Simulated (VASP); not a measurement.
A run of VASP 6.6.1 is set up as follows.

The input POSCAR:

```
Pt
1.0
    0.0000000000      2.0068475000      1.8600050000
    2.0068475000      0.0000000000      1.8600050000
    2.0068475000      2.0068475000      0.0000000000
Pt
1
Direct
    0.0000000000      0.0000000000      0.0000000000
```

Contents of INCAR.step1:

```
SYSTEM = Pt
PREC     = Accurate       ! precision mode
ENCUT    = 520            ! plane-wave cutoff, eV
ISMEAR   = 0              ! smearing method
SIGMA    = 0.15           ! smearing width, eV
LREAL    = .False.        ! projectors in reciprocal space
LASPH    = .True.         ! aspherical terms in the spheres
NELM     = 100            ! most SCF steps
NBANDS   = 11             ! bands
GGA      = PE             ! functional
ALGO     = Normal         ! electronic algorithm
EDIFF    = 1E-4           ! SCF threshold, eV
LWAVE    = .True.         ! write WAVECAR
LCHARG   = .False.        ! write CHGCAR
```

Contents of INCAR.step2:

```
SYSTEM = Pt
PREC     = Accurate       ! precision mode
ENCUT    = 520            ! plane-wave cutoff, eV
EDIFF    = 1E-6           ! SCF threshold, eV
ISMEAR   = 0              ! smearing method
SIGMA    = 0.15           ! smearing width, eV
LREAL    = .False.        ! projectors in reciprocal space
LASPH    = .True.         ! aspherical terms in the spheres
NELM     = 100            ! most SCF steps
ALGO     = Normal         ! electronic algorithm
ISIF     = 2              ! what is computed and relaxed
LWAVE    = .False.        ! write WAVECAR
LCHARG   = .False.        ! write CHGCAR
METAGGA  = R2SCAN         ! meta-GGA
LMIXTAU  = .True.       
NBANDS   = 11             ! bands
ISTART   = 1
```

The input KPOINTS:

```
Automatic mesh
0
Gamma
  20 20 20
  0 0 0
```

Potentials or basis: VASP PAW PBE potentials, release 64 (Pt).

The run is started by

```bash
$ cat potpaw_PBE.64/Pt/POTCAR > POTCAR
$ cp INCAR.step1 INCAR
$ mpirun -np 1 vasp_std > vasp.out
$ cp INCAR.step2 INCAR
$ mpirun -np 1 vasp_std > vasp.out
```

(1) What does it give for the band gap on the k mesh?

(2) Estimate the pressure.

Answers

(1) zero (bands 5 and 6 overlap by 2.73 eV).

(2) 7.3 GPa.

Caveat: the cell differs from its parent crystal (strain +0.025 along x and y, -0.050 along z); the cell stands under pressure; the PAW data sets were made with another functional, which shifts forces and pressure a little; spin-orbit coupling is left out, which moves the levels of the heavy elements.
